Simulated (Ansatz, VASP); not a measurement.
CaSe in VASP and in Ansatz

```xyz
2
Lattice="0.0000 2.9497 2.9497 2.9497 0.0000 2.9497 2.9497 2.9497 0.0000" Properties=species:S:1:pos:R:3 pbc="T T T"
Ca    0.0000    0.0000    0.0000
Se    2.9497    2.9497    2.9497
```

Alike in both runs: task single point; functional PBE; k mesh 6 × 6 × 6; no spin polarisation.

|  | VASP | Ansatz |
| --- | --- | --- |
| version | VASP 6.6.1 | Ansatz 0.2.0 |
| potentials or method | VASP PAW PBE potentials, release 64 (Ca_sv, Se) | plane waves, PAW |
| plane-wave cutoff (eV) | 520 | 420 |
| occupations | gaussian, width 0.01 eV | fixed |
| valence electrons in the cell | 16 | 26 |

Ansatz gave:

| Item | Value |
| --- | --- |
| gap on the k mesh at the Fermi level (eV) | 2.01 |
| pressure (GPa) | 1.5 |

**Question.** Estimate VASP's values.

**Answer.** gap on the k mesh at the Fermi level (eV): 2.00; pressure (GPa): 1.7.

VASP's potentials hold 16 valence electrons a cell and Ansatz's 26, so a difference there can come from the potentials and not from the codes.
